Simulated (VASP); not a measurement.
Write the native input for VASP 6.6.1 that does the following.

```yaml
Task: single point
Functional: PBEsol
Potentials_or_basis: VASP PAW PBE potentials, release 64 (Gd, Mn_pv)
Cutoff: 520 eV
k_mesh: 10 × 10 × 10
Occupations: gaussian, width 0.05 eV
Spin: collinear spin, ferromagnetic start
Starting_moments: "[7.0, 3.5] μB"
Dipole_correction: no
Further_INCAR_settings: ALGO = Normal; EDIFF = 1e-07; NBANDS = 26
```

The structure of GdMn lies in POSCAR:

```
GdMn
1.0
    3.4798846133      0.0000000000      0.0000000000
    0.0000000000      3.4798846133      0.0000000000
    0.0000000000      0.0000000000      3.4798846133
Gd Mn
1 1
Direct
    0.0000000000      0.0000000000      0.0000000000
    0.5000000000      0.5000000000      0.5000000000
```

One way to write it, as run:

INCAR

```
PREC = Accurate
ENCUT = 520
EDIFF = 1E-7
ISMEAR = 0
SIGMA = 0.05
LREAL = F
LASPH = T
NELM = 150
ALGO = Normal
ISIF = 2
LWAVE = F
LCHARG = F
ISPIN = 2
MAGMOM = 7 3.5
LORBIT = 11
LMAXMIX = 6
GGA = PS
NBANDS = 26
```

KPOINTS

```
Automatic mesh
0
Gamma
  10 10 10
```

Potentials or basis: VASP PAW PBE potentials, release 64 (Gd, Mn_pv).

The run is started by

```sh
$ cat potpaw_PBE.64/Gd/POTCAR potpaw_PBE.64/Mn_pv/POTCAR > POTCAR
$ mpirun -np 1 vasp_std > vasp.out
```

Results of the run:

```yaml
Pressure: 0.3 GPa
Net_moment: 10.30 μB per cell
Site_moments: Gd +6.69; Mn +3.32 μB
Valence_electrons_inside_the_program's_atomic_spheres: Gd 15.27; Mn 11.55
```

Caveat: the PAW data sets were made with another functional, which shifts forces and pressure a little.

It took 8.7 min on 1 thread of Intel(R) Xeon(R) Platinum 8259CL CPU @ 2.50GHz (Skylake/Cascade Lake), with other jobs on the host, peak memory 0.25 GiB.
